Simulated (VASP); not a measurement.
# BaS (Fm-3m) in VASP: a series of runs

BaS is run at these levels: PBE; tasks: single point.

All numbers are computed with VASP 6.6.1; they aren't measurements. Logs are shortened: lines on timing, memory, paths and dates and some standing lists are left out, and cuts for length are marked.

### Step 1. The cell of the first run

It takes space group Fm-3m (No. 225, cubic). Conventional cell: a = 6.428 Å, b = 6.428 Å, c = 6.428 Å, α = 90.00°, β = 90.00°, γ = 90.00°. Within 4.2 Å of Ba (site symmetry m-3m) lie 6 S at 3.21 Å. S (site symmetry m-3m) has 6 Ba at 3.21 Å within 4.2 Å.

### Step 2. Single point, PBE

INCAR

```
SYSTEM = BaS
ALGO = Normal ; EDIFF = 1E-7
ENCUT = 520 ; GGA = PE
ISIF = 2 ; ISMEAR = 0
LASPH = .True. ; LCHARG = .True.
LELF = .True. ; LREAL = .False.
LVHAR = .True. ; LWAVE = .False.
NBANDS = 15 ; NELM = 80
PREC = Accurate ; SIGMA = 0.02
```

KPOINTS

```
k-points
0
Gamma
  8 8 8
  0 0 0
```

POSCAR

```
BaS
1.0
    0.0000000000      3.2138164046      3.2138164046
    3.2138164046      0.0000000000      3.2138164046
    3.2138164046      3.2138164046      0.0000000000
Ba S
1 1
Direct
    0.0000000000      0.0000000000      0.0000000000
    0.5000000000      0.5000000000      0.5000000000
```

Potentials or basis: VASP PAW PBE potentials, release 64 (Ba_sv, S).

The run is started by

```console
$ cat potpaw_PBE.64/Ba_sv/POTCAR potpaw_PBE.64/S/POTCAR > POTCAR
$ mpirun -np 1 vasp_std > vasp.out
```

OUTCAR:

```text
SYSTEM = BaS
   EDIFF = 1E-7
   ENCUT = 520
   GGA = PE
   ISIF = 2
   ISMEAR = 0
   LASPH = .True.
   LREAL = .False.
   NELM = 80
   PREC = Accurate

 ion  position               nearest neighbor table
   1  0.000  0.000  0.000-   2 3.21   2 3.21   2 3.21   2 3.21   2 3.21   2 3.21
   2  0.500  0.500  0.500-   1 3.21   1 3.21   1 3.21   1 3.21   1 3.21   1 3.21

  LATTYP: Found a face centered cubic cell.
 ALAT       =     6.4276328092

  Lattice vectors:

 A1 = (   0.0000000000,   3.2138164046,   3.2138164046)
 A2 = (   3.2138164046,   0.0000000000,   3.2138164046)
 A3 = (   3.2138164046,   3.2138164046,   0.0000000000)

Analysis of symmetry for initial positions (statically):
=====================================================================
 Subroutine PRICEL returns:
 Original cell was already a primitive cell.

 Routine SETGRP: Setting up the symmetry group for a
 face centered cubic supercell.

 Subroutine GETGRP returns: Found 48 space group operations
 (whereof 48 operations were pure point group operations)
 out of a pool of 48 trial point group operations.

The static configuration has the point symmetry O_h .

Analysis of symmetry for dynamics (positions and initial velocities):
=====================================================================
 Subroutine PRICEL returns:
 Original cell was already a primitive cell.

 Routine SETGRP: Setting up the symmetry group for a
 face centered cubic supercell.

 Subroutine GETGRP returns: Found 48 space group operations
 (whereof 48 operations were pure point group operations)
 out of a pool of 48 trial point group operations.

The dynamic configuration has the point symmetry O_h .

 Subroutine INISYM returns: Found 48 space group operations
 (whereof 48 operations are pure point group operations),
 and found     1 'primitive' translations

----------------------------------------------------------------------------------------

                                     Primitive cell

  volume of cell :      66.3886

  direct lattice vectors                    reciprocal lattice vectors
     0.000000000  3.213816405  3.213816405    -0.155578271  0.155578271  0.155578271
     3.213816405  0.000000000  3.213816405     0.155578271 -0.155578271  0.155578271
     3.213816405  3.213816405  0.000000000     0.155578271  0.155578271 -0.155578271

  length of vectors
     4.545022746  4.545022746  4.545022746     0.269469470  0.269469470  0.269469470

  position of ions in fractional coordinates (direct lattice)
     0.000000000  0.000000000  0.000000000
     0.500000000  0.500000000  0.500000000

  ion indices of the primitive-cell ions
[... 89 lines left out ...]
   EFERMI =   0.00;   METHOD = LEGACY
   ISMEAR =     0;   SIGMA  =   0.02  broadening in eV -4-tet -1-fermi 0-gaus
   EFERMI_NEDOS =   21; number of points for ismear=-14 and -15
   IALGO  =     38    algorithm
   IMIX   =      4    mixing-type and parameters
     AMIX     =   0.40;   BMIX     =  1.00
     AMIX_MAG =   1.60;   BMIX_MAG =  1.00
  volume/ion in A,a.u.               =      33.19       224.01
  Fermi-wavevector in a.u.,A,eV,Ry     =   1.018788  1.925230 14.121877  1.037929
  Thomas-Fermi vector in A             =   2.152265
   LORBIT       =      0    0 simple, 1 ext, 2 COOP (PROOUT), +10 PAW based schemes
   GGA     = PE    functional components
   LHFCALC =     F    Hartree Fock is set to
   AEXX    =    0.0000 exact exchange contribution
   IVDW    =     0    specifies the selected vdW correction
   LEPSILON=     F    determine dielectric tensor
   LRPA    =     F    only Hartree local field effects (RPA)
 non-spin polarized calculation
 Gauss-broadening in eV      SIGMA  =   0.02
  energy-cutoff  :      520.00
  volume of cell :       66.39
 maximum number of plane-waves:      1812
 NGX is ok and might be reduce to    36
   NGX = 17   NGY = 17   NGZ = 17

 number of electron      16.0000002 magnetization

 Free energy of the ion-electron system (eV)
  ---------------------------------------------------
  ext. energy  EPLUGINS =         0.00000000
  ---------------------------------------------------
  free energy    TOTEN  =       -10.19256718 eV

  energy without entropy =      -10.19256718  energy(sigma->0) =      -10.19256718

 E-fermi :   1.5399     XC(G=0):  -8.5480

 val. band max:        1.3572201243   @ k =   0.0000   0.0000   0.0000
 cond. band min:       3.4953516162   @ k =   0.5000   0.5000   0.0000
 fundamental gap:      2.1381314919
 Fermi energy:         1.5398926968

 k-point     1 :       0.0000    0.0000    0.0000
  band No.  band energies     occupation
      1     -24.7772      2.00000
      2      -9.8347      2.00000
      3      -9.8347      2.00000
      4      -9.8347      2.00000
      5      -8.9745      2.00000
      6       1.3572      2.00000
      7       1.3572      2.00000
      8       1.3572      2.00000
      9       4.8658      0.00000
     10       5.2228      0.00000
     11       5.2228      0.00000
     12       5.2228      0.00000
     13       6.1290      0.00000
     14       6.1290      0.00000
[... 401 lines left out ...]
      2     -10.6914      2.00000
      3     -10.0155      2.00000
      4      -9.9324      2.00000
      5      -8.1009      2.00000
      6      -0.0968      2.00000
      7       0.5145      2.00000
      8       0.5844      2.00000
      9       6.0183      0.00000
     10       6.1911      0.00000
     11       7.9346      0.00000
     12       8.1403      0.00000
     13       9.0958      0.00000
     14      10.0156      0.00000
     15      10.6389      0.00000

 [... further k-points ...]

------------------------ aborting loop because EDIFF is reached ----------------------------------------

  FORCE on cell =-STRESS in cart. coord.  units (eV):
  Direction    XX          YY          ZZ          XY          YZ          ZX
  --------------------------------------------------------------------------------------
  -------------------------------------------------------------------------------------
  Total        0.2353182      0.2353182      0.2353182     -0.0000000      0.0000000      0.0000000
  in kB        5.6790125      5.6790125      5.6790125     -0.0000000      0.0000000      0.0000000
  external PRESSURE =       5.6790125 kB  Pullay stress =       0.0000000 kB

 VOLUME and BASIS-vectors are now :
 -----------------------------------------------------------------------------
  energy-cutoff  :      520.00
  volume of cell :       66.39
      direct lattice vectors                 reciprocal lattice vectors
     0.000000000  3.213816405  3.213816405    -0.155578271  0.155578271  0.155578271
     3.213816405  0.000000000  3.213816405     0.155578271 -0.155578271  0.155578271
     3.213816405  3.213816405  0.000000000     0.155578271  0.155578271 -0.155578271

 POSITION                                       TOTAL-FORCE (eV/Angst)
 -----------------------------------------------------------------------------------
      0.00000      0.00000      0.00000         0.000000      0.000000     -0.000000
      3.21382      3.21382      3.21382         0.000000     -0.000000      0.000000
 -----------------------------------------------------------------------------------
    total drift:                                0.000000      0.000000      0.000000

  FREE ENERGIE OF THE ION-ELECTRON SYSTEM (eV)
  ---------------------------------------------------
  free  energy   TOTEN  =       -10.1925671754 eV

  energy  without entropy=      -10.1925671754  energy(sigma->0) =      -10.19256718
```

OSZICAR:

```text
N       E                     dE             d eps       ncg     rms          rms(c)
DAV:   1     0.836617785604E+02    0.83662E+02   -0.67853E+03   870   0.923E+02
DAV:   2    -0.570587777309E+01   -0.89368E+02   -0.79429E+02  1167   0.169E+02
DAV:   3    -0.105836753466E+02   -0.48778E+01   -0.48475E+01  1190   0.414E+01
DAV:   4    -0.106775749975E+02   -0.93900E-01   -0.93887E-01  1122   0.571E+00
DAV:   5    -0.106801938435E+02   -0.26188E-02   -0.26188E-02  1206   0.763E-01    0.470E+00
DAV:   6    -0.101741211133E+02    0.50607E+00   -0.69023E-01  1017   0.500E+00    0.320E+00
DAV:   7    -0.101769200165E+02   -0.27989E-02   -0.18794E-01  1095   0.242E+00    0.210E+00
DAV:   8    -0.101909019684E+02   -0.13982E-01   -0.24537E-02   961   0.112E+00    0.197E-01
DAV:   9    -0.101915948558E+02   -0.69289E-03   -0.33466E-03  1129   0.423E-01    0.160E-01
DAV:  10    -0.101924610375E+02   -0.86618E-03   -0.98674E-04   912   0.207E-01    0.425E-02
DAV:  11    -0.101925638723E+02   -0.10283E-03   -0.13426E-04  1080   0.697E-02    0.135E-02
DAV:  12    -0.101925671608E+02   -0.32885E-05   -0.72471E-06  1003   0.177E-02    0.295E-03
DAV:  13    -0.101925670497E+02    0.11106E-06   -0.38686E-07  1144   0.399E-03    0.225E-03
DAV:  14    -0.101925672022E+02   -0.15249E-06   -0.45636E-08   715   0.169E-03    0.412E-04
DAV:  15    -0.101925671754E+02    0.26813E-07   -0.14380E-08   561   0.785E-04
   1 F= -.10192567E+02 E0= -.10192567E+02  d E =-.389089E-40
```

Wall time 52 s (1 thread of Intel Xeon Platinum 8488C (Sapphire Rapids), shared host); peak memory 0.21 GiB.

Results:

```
Free energy            : -10.1926 eV
Pressure               : 0.6 GPa
Band gap on the k mesh : 2.14 eV (least direct gap 2.28 eV)
```

Caveat: spin-orbit coupling is left out, which moves the levels of the heavy elements.

### Step 3. Single point, PBE

INCAR

```
  ALGO = Normal
  EDIFF = 1E-6
  ENCUT = 520
  GGA = PE
  ISIF = 2
  ISMEAR = 0
  LASPH = True
  LCHARG = False
  LREAL = False
  LWAVE = False
  NBANDS = 15
  NELM = 100
  PREC = Accurate
  SIGMA = 0.02
```

KPOINTS

```
k-points
0
Gamma
  8 8 8
```

POSCAR is that of step 2.

Potentials or basis: VASP PAW PBE potentials, release 64 (Ba_sv, S).

The run is started by

```console
$ cat potpaw_PBE.64/Ba_sv/POTCAR potpaw_PBE.64/S/POTCAR > POTCAR
$ mpirun -np 1 vasp_std > vasp.out
```

OUTCAR:

```text
EDIFF = 1E-6
   ENCUT = 520
   GGA = PE
   ISIF = 2
   ISMEAR = 0
   LASPH = True
   LREAL = False
   NELM = 100
   PREC = Accurate

 ion  position               nearest neighbor table
   1  0.000  0.000  0.000-   2 3.21   2 3.21   2 3.21   2 3.21   2 3.21   2 3.21
   2  0.500  0.500  0.500-   1 3.21   1 3.21   1 3.21   1 3.21   1 3.21   1 3.21

  LATTYP: Found a face centered cubic cell.
 ALAT       =     6.4276328092

  Lattice vectors:

 A1 = (   0.0000000000,   3.2138164046,   3.2138164046)
 A2 = (   3.2138164046,   0.0000000000,   3.2138164046)
 A3 = (   3.2138164046,   3.2138164046,   0.0000000000)

Analysis of symmetry for initial positions (statically):
=====================================================================
 Subroutine PRICEL returns:
 Original cell was already a primitive cell.

 Routine SETGRP: Setting up the symmetry group for a
 face centered cubic supercell.

 Subroutine GETGRP returns: Found 48 space group operations
 (whereof 48 operations were pure point group operations)
 out of a pool of 48 trial point group operations.

The static configuration has the point symmetry O_h .

Analysis of symmetry for dynamics (positions and initial velocities):
=====================================================================
 Subroutine PRICEL returns:
 Original cell was already a primitive cell.

 Routine SETGRP: Setting up the symmetry group for a
 face centered cubic supercell.

 Subroutine GETGRP returns: Found 48 space group operations
 (whereof 48 operations were pure point group operations)
 out of a pool of 48 trial point group operations.

The dynamic configuration has the point symmetry O_h .

 Subroutine INISYM returns: Found 48 space group operations
 (whereof 48 operations are pure point group operations),
 and found     1 'primitive' translations

----------------------------------------------------------------------------------------

                                     Primitive cell

  volume of cell :      66.3886

  direct lattice vectors                    reciprocal lattice vectors
     0.000000000  3.213816405  3.213816405    -0.155578271  0.155578271  0.155578271
[... 120 lines left out ...]
  volume of cell :       66.39
 maximum number of plane-waves:      1812
 NGX is ok and might be reduce to    36
   NGX = 17   NGY = 17   NGZ = 17

 number of electron      16.0000002 magnetization

 Free energy of the ion-electron system (eV)
  ---------------------------------------------------
  ext. energy  EPLUGINS =         0.00000000
  ---------------------------------------------------
  free energy    TOTEN  =       -10.19256705 eV

  energy without entropy =      -10.19256705  energy(sigma->0) =      -10.19256705

 E-fermi :   1.5398     XC(G=0):  -8.5480

 val. band max:        1.3573012935   @ k =   0.0000   0.0000   0.0000
 cond. band min:       3.4953222441   @ k =   0.5000   0.5000   0.0000
 fundamental gap:      2.1380209506
 Fermi energy:         1.5398039571

 k-point     1 :       0.0000    0.0000    0.0000
  band No.  band energies     occupation
      1     -24.7772      2.00000
      2      -9.8349      2.00000
      3      -9.8349      2.00000
      4      -9.8349      2.00000
      5      -8.9744      2.00000
      6       1.3573      2.00000
      7       1.3573      2.00000
      8       1.3573      2.00000
      9       4.8658      0.00000
     10       5.2228      0.00000
     11       5.2228      0.00000
     12       5.2228      0.00000
     13       6.1290      0.00000
     14       6.1290      0.00000
[... 401 lines left out ...]
      2     -10.6915      2.00000
      3     -10.0156      2.00000
      4      -9.9325      2.00000
      5      -8.1009      2.00000
      6      -0.0968      2.00000
      7       0.5146      2.00000
      8       0.5845      2.00000
      9       6.0183      0.00000
     10       6.1910      0.00000
     11       7.9345      0.00000
     12       8.1403      0.00000
     13       9.0958      0.00000
     14      10.0156      0.00000
     15      10.6389      0.00000

 [... further k-points ...]

------------------------ aborting loop because EDIFF is reached ----------------------------------------

  FORCE on cell =-STRESS in cart. coord.  units (eV):
  Direction    XX          YY          ZZ          XY          YZ          ZX
  --------------------------------------------------------------------------------------
  -------------------------------------------------------------------------------------
  Total        0.2345495      0.2345495      0.2345495      0.0000000     -0.0000000      0.0000000
  in kB        5.6604621      5.6604621      5.6604621      0.0000000     -0.0000000      0.0000000
  external PRESSURE =       5.6604621 kB  Pullay stress =       0.0000000 kB

 VOLUME and BASIS-vectors are now :
 -----------------------------------------------------------------------------
  energy-cutoff  :      520.00
  volume of cell :       66.39
      direct lattice vectors                 reciprocal lattice vectors
     0.000000000  3.213816405  3.213816405    -0.155578271  0.155578271  0.155578271
     3.213816405  0.000000000  3.213816405     0.155578271 -0.155578271  0.155578271
     3.213816405  3.213816405  0.000000000     0.155578271  0.155578271 -0.155578271

 POSITION                                       TOTAL-FORCE (eV/Angst)
 -----------------------------------------------------------------------------------
      0.00000      0.00000      0.00000         0.000000     -0.000000     -0.000000
      3.21382      3.21382      3.21382        -0.000000      0.000000      0.000000
 -----------------------------------------------------------------------------------
    total drift:                                0.000000      0.000000      0.000000

  FREE ENERGIE OF THE ION-ELECTRON SYSTEM (eV)
  ---------------------------------------------------
  free  energy   TOTEN  =       -10.1925670457 eV

  energy  without entropy=      -10.1925670457  energy(sigma->0) =      -10.19256705
```

OSZICAR:

```text
N       E                     dE             d eps       ncg     rms          rms(c)
DAV:   1     0.836617785604E+02    0.83662E+02   -0.67853E+03   870   0.923E+02
DAV:   2    -0.570587777309E+01   -0.89368E+02   -0.79429E+02  1167   0.169E+02
DAV:   3    -0.105836753466E+02   -0.48778E+01   -0.48475E+01  1190   0.414E+01
DAV:   4    -0.106775749975E+02   -0.93900E-01   -0.93887E-01  1122   0.571E+00
DAV:   5    -0.106801938435E+02   -0.26188E-02   -0.26188E-02  1206   0.763E-01    0.470E+00
DAV:   6    -0.101741211133E+02    0.50607E+00   -0.69023E-01  1017   0.500E+00    0.320E+00
DAV:   7    -0.101769200165E+02   -0.27989E-02   -0.18794E-01  1095   0.242E+00    0.210E+00
DAV:   8    -0.101909019684E+02   -0.13982E-01   -0.24537E-02   961   0.112E+00    0.197E-01
DAV:   9    -0.101915948558E+02   -0.69289E-03   -0.33466E-03  1129   0.423E-01    0.160E-01
DAV:  10    -0.101924610375E+02   -0.86618E-03   -0.98674E-04   912   0.207E-01    0.425E-02
DAV:  11    -0.101925638723E+02   -0.10283E-03   -0.13426E-04  1080   0.697E-02    0.135E-02
DAV:  12    -0.101925671608E+02   -0.32885E-05   -0.72471E-06  1003   0.177E-02    0.295E-03
DAV:  13    -0.101925670457E+02    0.11508E-06   -0.34662E-07   890   0.399E-03
   1 F= -.10192567E+02 E0= -.10192567E+02  d E =-.454382E-40
```

stdout:

```text
POSCAR found type information on POSCAR BaS
 POSCAR found :  2 types and       2 ions
 scaLAPACK will be used
 LDA part: xc-table for (Slater+PW92), standard interpolation
 POSCAR, INCAR and KPOINTS ok, starting setup
 FFT: planning ... GRIDC
 FFT: planning ... GRID_SOFT
 FFT: planning ... GRID
 WAVECAR not read
 entering main loop
```

Run time: 36 s. Hardware: 1 thread of Intel Xeon Platinum 8488C (Sapphire Rapids), shared host; peak memory 0.21 GiB.

Results:

```
Free energy            : -10.1926 eV
Pressure               : 0.6 GPa
Band gap on the k mesh : 2.14 eV (least direct gap 2.28 eV)
```

Levels at points of the mesh, in eV from the valence-band top:
| k point | band 5 | band 6 | band 7 | band 8 | band 9 | band 10 | band 11 | band 12 |
| --- | --- | --- | --- | --- | --- | --- | --- | --- |
| (0.00, 0.00, 0.00) | -10.33 | 0.00 | 0.00 | 0.00 | 3.51 | 3.87 | 3.87 | 3.87 |
| (0.50, 0.00, 0.00) | -9.17 | -1.90 | -1.05 | -1.05 | 5.48 | 5.63 | 6.24 | 6.24 |
| (0.50, 0.50, 0.00) | -10.24 | -0.54 | -0.15 | -0.15 | 2.14 | 5.89 | 5.91 | 7.39 |

Caveat: spin-orbit coupling is left out, which moves the levels of the heavy elements.
